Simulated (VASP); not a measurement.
Write the native input for VASP 6.6.1 that does the following.

| Property | Result |
| --- | --- |
| Task | single point |
| Functional | LDA |
| Potentials or basis | VASP PAW LDA potentials, release 64 (N) |
| Cutoff | 520 eV |
| k mesh | 12 × 12 × 6 |
| Occupations | gaussian, width 0.05 eV |
| Spin | collinear spin, ferromagnetic start |
| Starting moments | [3.18, 3.18] μB |
| Dipole correction | no |
| Further INCAR settings | ALGO = Normal; EDIFF = 1e-06; NBANDS = 16 |

The structure of N lies in POSCAR:

```
N
1.0
    3.5201316002      0.0000000000      0.0000000000
   -1.7600658001      3.0485233904      0.0000000000
    0.0000000000      0.0000000000      5.8016500000
N
2
Direct
    0.3333333333      0.6666666667      0.2500000000
    0.6666666667      0.3333333333      0.7500000000
```

This cell differs from its parent crystal: strain -0.030 along x and y, -0.015 along z.

The input as run:

INCAR

```
PREC = Accurate ; ENCUT = 520
EDIFF = 1E-6 ; ISMEAR = 0
SIGMA = 0.05 ; LREAL = F
LASPH = T ; NELM = 150
ALGO = Normal ; ISIF = 2
LWAVE = F ; LCHARG = F
ISPIN = 2 ; MAGMOM = 3.18 3.18
LORBIT = 11 ; GGA = CA
NBANDS = 16
```

KPOINTS

```
Automatic mesh
0
Gamma
  12 12 6
```

Potentials or basis: VASP PAW LDA potentials, release 64 (N).

Run with:

```sh
$ cat potpaw_LDA.64/N/POTCAR > POTCAR
$ mpirun -np 1 vasp_std > vasp.out
```

It gave:

| Item | Value |
| --- | --- |
| Pressure | -0.3 GPa |
| Band gap on the k mesh | 1.89 eV |
| Net moment | 6.00 μB per cell |
| Site moments | N +1.93 μB |
| Valence electrons inside the program's atomic spheres | N 3.24 |

Caveat: the cell differs from its parent crystal (strain -0.030 along x and y, -0.015 along z); the atoms stand far beyond bonding distance.

Wall time 56 s on 1 thread of AMD EPYC 9R45 96-Core Processor (Zen 5), on a shared host, peak memory 0.19 GiB.
